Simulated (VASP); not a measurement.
Wanted: the native input for a VASP 6.6.1 run.

| Quantity | Value |
| --- | --- |
| Task | single point |
| Functional | PBE |
| Potentials or basis | VASP PAW PBE potentials, release 64 (Gd) |
| Cutoff | 520 eV |
| k mesh | 9 × 9 × 5 |
| Occupations | fermi-dirac, width 0.1 eV |
| Spin | collinear spin, ferromagnetic start |
| Starting moments | [6.62, 6.62] μB |
| Fixed moment | 13.24 μB |
| Hubbard terms | Gd f U = 6.4 eV |
| Dipole correction | no |
| Further INCAR settings | ALGO = Normal; EDIFF = 1e-06; NBANDS = 29 |

The structure of Gd lies in POSCAR:

```
Gd
1.0
    3.6290016500      0.0000000000      0.0000000000
   -1.8145008200      3.1428076200      0.0000000000
    0.0000000000      0.0000000000      5.7960000000
Gd
2
Direct
    0.3333333300      0.6666666700      0.2500000000
    0.6666666700      0.3333333300      0.7500000000
```

One way to write it, as run:

INCAR

```
ALGO = Normal
EDIFF = 1E-6
ENCUT = 520
GGA = PE
ISIF = 2
ISMEAR = -1
ISPIN = 2
LASPH = True
LCHARG = False
LDAU = True
LDAUJ = 0
LDAUL = 3
LDAUPRINT = 1
LDAUTYPE = 2
LDAUU = 6.4
LMAXMIX = 6
LORBIT = 11
LREAL = False
LWAVE = False
MAGMOM = 6.62 6.62
NBANDS = 29
NELM = 150
NUPDOWN = 13.24
PREC = Accurate
SIGMA = 0.1
```

KPOINTS

```
k-points
0
Gamma
  9 9 5
```

Potentials or basis: VASP PAW PBE potentials, release 64 (Gd).

The run is started by

```sh
$ cat potpaw_PBE.64/Gd/POTCAR > POTCAR
$ mpirun -np 1 vasp_std > vasp.out
```

Results of the run:

```
Pressure                                              : 1.1 GPa
Net moment                                            : 13.24 μB per cell
Site moments                                          : Gd +6.74 μB
Valence electrons inside the program's atomic spheres : Gd 15.18
```

Caveat: the total moment is fixed, so each spin has its own Fermi level.

Wall time 120 s on 1 thread of Intel(R) Xeon(R) 6975P-C (Granite Rapids), on a shared host, peak memory 0.28 GiB.
